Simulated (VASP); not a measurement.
Input of a VASP 6.6.1 run:

The input INCAR:

```
SYSTEM = Ru
  PREC = Accurate
  ENCUT = 600
  EDIFF = 1E-7
  ISMEAR = 0
  SIGMA = 0.1
  LREAL = .FALSE.
  LASPH = .TRUE.
  NELM = 60
  ALGO = Fast
  ISIF = 3
  LWAVE = .FALSE.
  LCHARG = .FALSE.
  GGA = PE
  IBRION = 2
  NSW = 100
  EDIFFG = -0.005
```

Contents of KPOINTS:

```
Automatic mesh
0
G
  18 18 10
  0 0 0
```

File POSCAR:

```
Ru
1.0
    2.7058000000      0.0000000000      0.0000000000
   -1.3529000000      2.3432915376      0.0000000000
    0.0000000000      0.0000000000      4.2819000000
Ru
2
Direct
    0.3333333333      0.6666666667      0.2500000000
    0.6666666667      0.3333333333      0.7500000000
```

Potentials or basis: VASP PAW PBE potentials, release 64 (Ru_pv).

Command:

```console
$ cat potpaw_PBE.64/Ru_pv/POTCAR > POTCAR
$ mpirun -np 1 vasp_std > vasp.out
```

Question: Predict the band gap on the k mesh.

Answer: Zero (band 14 reaches 14.06 eV, above the bottom of band 15 at 10.99 eV).

Question: What does it give for the space group after relaxing (to 0.05 Å)?

Answer: P6_3/mmc (No. 194).

Question: What does it give for the relaxed cell?

Answer: a = 2.719 Å, b = 2.719 Å, c = 4.296 Å, α = 90.00°, β = 90.00°, γ = 120.00°.

Final structure:
```cif
data_structure
_symmetry_space_group_name_H-M 'P 1'
_symmetry_Int_Tables_number 1
_cell_length_a 2.7194
_cell_length_b 2.7194
_cell_length_c 4.2961
_cell_angle_alpha 90.000
_cell_angle_beta 90.000
_cell_angle_gamma 120.000
_cell_volume 27.51
loop_
_atom_site_label
_atom_site_type_symbol
_atom_site_fract_x
_atom_site_fract_y
_atom_site_fract_z
_atom_site_occupancy
Ru1 Ru 0.33333 0.66667 0.25000 1
Ru2 Ru 0.66667 0.33333 0.75000 1
```

PBE usually gives volumes a little too large and moduli too small. Zero-point motion and thermal expansion aren't in these numbers.
